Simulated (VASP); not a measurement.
Runs of VASP 6.6.1 on Pd. The structure is that of space group Im-3m (No. 229), or close to it. The cells are those of the table. 

| cell | gap on the mesh (eV) | pressure (GPa) |
| --- | --- | --- |
| a = 2.769 Å, angles 110.8, 110.8, 106.8°, 1 atom | none | (a) |
| a = 2.633 Å, angles 110.9, 110.9, 106.7°, 1 atom | none | (b) |
| a = 2.815 Å, angles 108.2, 108.2, 112.1°, 1 atom | none | -20.3 |
| a = 2.679 Å, angles 108.1, 108.1, 112.2°, 1 atom | none | -1.7 |
| a = 2.587 Å, angles 109.5°, 1 atom | none | 24.0 |

Alike in all rows: task single point; level PBEsol; potentials or basis VASP PAW PBE potentials, release 64 (Pd); no spin polarisation; k mesh 22 × 22 × 22; cutoff (eV) 520; smearing gaussian 0.15 eV.

Question: Estimate the missing entries.

Answer: (a) -16.0; (b) 9.5.

Caveats: the PAW data sets were made with another functional, which shifts forces and pressure a little.

A k mesh can miss the band edges, and the runs leave out spin-orbit coupling on Pd.

A gap of «none» marks levels without a gap at the run's occupations.
